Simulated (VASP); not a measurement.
MnPt2:

```
Pt Mn
1.0
     2.85840    0.00000    0.00000
    -1.42920    2.47545    0.00000
     0.00000    0.00000    6.53250
Pt Mn
2 1
Cartesian
  1.4292 0.8252 2.0656
  0.0000 1.6503 4.4669
  0.0000 0.0000 0.0000
```

Program: VASP 6.6.1. Alike in all runs: task single point; cell as given; smearing fermi-dirac 0.05 eV.

Question: Order these runs on this cell by their pressure, lowest first.
A. level PBEsol; potentials or basis VASP PAW PBE potentials, release 64 (Pt, Mn_pv); spin collinear, ferromagnetic start; k mesh 11 × 11 × 4; cutoff (eV) 520
B. level LDA; potentials or basis VASP PAW LDA potentials, release 64 (Pt, Mn_pv); spin collinear, ferromagnetic start; k mesh 11 × 11 × 4; cutoff (eV) 520
C. level PBEsol; potentials or basis VASP PAW PBE potentials, release 64 (Pt, Mn_pv); spin non-collinear, typed start, SOC; k mesh 8 × 8 × 3; cutoff (eV) 520
D. level r2SCAN50; potentials or basis VASP PAW PBE potentials, release 64 (Pt, Mn_pv); spin collinear, ferromagnetic start; k mesh 6 × 6 × 2; cutoff (eV) 440; grid for exact exchange (PRECFOCK) Normal; share of exact exchange 0.5
E. level PBE; potentials or basis VASP PAW PBE potentials, release 64 (Pt, Mn_pv); spin collinear, ferromagnetic start; k mesh 11 × 11 × 4; cutoff (eV) 520

Answer: A (-26.0 GPa), B (-16.1 GPa), C (-10.0 GPa), D (-3.9 GPa), E (-0.6 GPa).

Caveats: some runs use coarse meshes; the PAW data sets were made with another functional, which shifts forces and pressure a little (at least some runs); the cell stands under tension (at least some runs).
